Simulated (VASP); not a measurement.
Input of a VASP 6.6.1 run:

INCAR

```
SYSTEM = Y
  PREC = Accurate
  ENCUT = 600
  EDIFF = 1E-6
  ISMEAR = -1
  SIGMA = 0.05
  LREAL = .FALSE.
  LASPH = .TRUE.
  NELM = 60
  ALGO = Normal
  ISIF = 3
  LWAVE = .FALSE.
  LCHARG = .FALSE.
  GGA = PE
  IBRION = 2
  NSW = 60
  EDIFFG = -0.005
```

The input KPOINTS:

```
Automatic mesh
0
G
  14 14 14
  0 0 0
```

Contents of POSCAR:

```
Y
1.0
    0.0000000000      2.5442778266      2.5442778266
    2.5442778266      0.0000000000      2.5442778266
    2.5442778266      2.5442778266      0.0000000000
Y
1
Direct
    0.0000000000      0.0000000000      0.0000000000
```

Potentials or basis: VASP PAW PBE potentials, release 64 (Y_sv).

Run with:

```console
$ cat potpaw_PBE.64/Y_sv/POTCAR > POTCAR
$ mpirun -np 1 vasp_std > vasp.out
```

**Question.** Predict the space group after relaxing (to 0.1 Å).

**Answer.** Fm-3m (No. 225).

**Question.** Estimate the relaxed volume.

**Answer.** 32.37 Å³/atom.

**Question.** What does it give for the relaxed cell?

**Answer.** a = 3.577 Å, b = 3.577 Å, c = 3.577 Å, α = 60.00°, β = 60.00°, γ = 60.00°.

**Question.** Estimate the band gap on the k mesh.

**Answer.** Zero (an odd number of electrons rules out a gap without spin polarisation).

The path:
| step | energy change (eV) | largest force (eV/Å) | pressure (GPa) | volume (Å³) |
| --- | --- | --- | --- | --- |
| 1 | 0.0000 | 0.0000 | -0.66 | 32.94 |
| 2 | -0.0012 | 0.0000 | 0.09 | 32.29 |
| 3 | -0.0012 | 0.0000 | -0.01 | 32.37 |
